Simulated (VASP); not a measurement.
Input of a VASP 6.6.1 run:

File INCAR:

```
SYSTEM = GaGeCl5
PREC = Accurate
ENCUT = 520
EDIFF = 1E-6
ISMEAR = -1
SIGMA = 0.03
LREAL = .FALSE.
LASPH = .TRUE.
NELM = 80
ALGO = Normal
ISIF = 2
LWAVE = .FALSE.
LCHARG = .FALSE.
GGA = PS
NBANDS = 40
```

The input KPOINTS:

```
regular mesh
0
G
  4 4 4
  0 0 0
```

The input POSCAR:

```
GaGeCl5
1.0
    4.1689342401      0.0000000000      0.0000000000
    0.0000000000      4.1689342401      0.0000000000
    0.0000000000      0.0000000000      9.1484230419
Ga Ge Cl
1 1 5
Direct
    0.5000000000      0.5000000000      0.0000000000
    0.0000000000      0.0000000000      0.5000000000
    0.0000000000      0.5000000000      0.3215320252
    0.0000000000      0.5000000000      0.6784679748
    0.5000000000      0.0000000000      0.3215320252
    0.5000000000      0.0000000000      0.6784679748
    0.0000000000      0.0000000000      0.0000000000
```

Potentials or basis: VASP PAW PBE potentials, release 64 (Ga_d, Ge_d, Cl).

Launch:

```console
$ cat potpaw_PBE.64/Ga_d/POTCAR potpaw_PBE.64/Ge_d/POTCAR potpaw_PBE.64/Cl/POTCAR > POTCAR
$ mpirun -np 1 vasp_std > vasp.out
```

Task: What does it give for the pressure?

Result: 0.0 GPa.

Task: Predict the largest force.

Result: 0.004 eV/Å.

Forces in eV/Å, atoms in the order of the input:
```
Ga   0.000  0.000  0.000
Ge   0.000  0.000  0.000
Cl   0.000  0.000 -0.004
Cl   0.000  0.000  0.004
Cl   0.000  0.000 -0.004
Cl   0.000  0.000  0.004
Cl   0.000  0.000  0.000
```

Caveat: the k points lie up to 0.38 Å⁻¹ apart; the PAW data sets were made with another functional, which shifts forces and pressure a little.
